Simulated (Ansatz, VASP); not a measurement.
## As: VASP beside Ansatz

```xyz
2
Lattice="1.8808 1.0859 3.5141 -1.8808 1.0859 3.5141 0.0000 -2.1718 3.5141" Properties=species:S:1:pos:R:3 pbc="T T T"
As    0.0000    0.0000    2.3825
As    0.0000    0.0000    8.1597
```

Alike in both runs: functional r2SCAN; k mesh 9 × 9 × 9; occupations fermi-dirac, width 0.05 eV; no spin polarisation.

|  | VASP | Ansatz |
| --- | --- | --- |
| version | VASP 6.6.1 | Ansatz 0.2.0 |
| potentials or method | VASP PAW PBE potentials, release 64 (As) | Ansatz PAW |
| plane-wave cutoff (eV) | 520 | 500 |
| valence electrons in the cell | 10 | 30 |
| task | single point | band structure |

VASP gave:

| Property | Result |
| --- | --- |
| gap on the k mesh at the Fermi level (eV) | none |
| pressure (GPa) | 2.0 |
| traceless stress, the component that is largest in VASP (GPa) | 0.34 |
| rms of the force components (eV/Å) | 0.111 |

Which values does Ansatz return?

gap on the k mesh at the Fermi level (eV): none; pressure (GPa): 1.9; traceless stress, the component that is largest in VASP (GPa): 0.38; rms of the force components (eV/Å): 0.086.

VASP's potentials were made for PBE, not for r2SCAN. Atom by atom the forces differ by 0.025 eV/Å (rms over components). A gap of «none» marks a metal or a gap that the smearing closes. The functional is the same, so the differences come from potentials, cutoffs and numerics. VASP's potentials hold 10 valence electrons a cell and Ansatz's 30, so a difference there can come from the potentials and not from the codes.
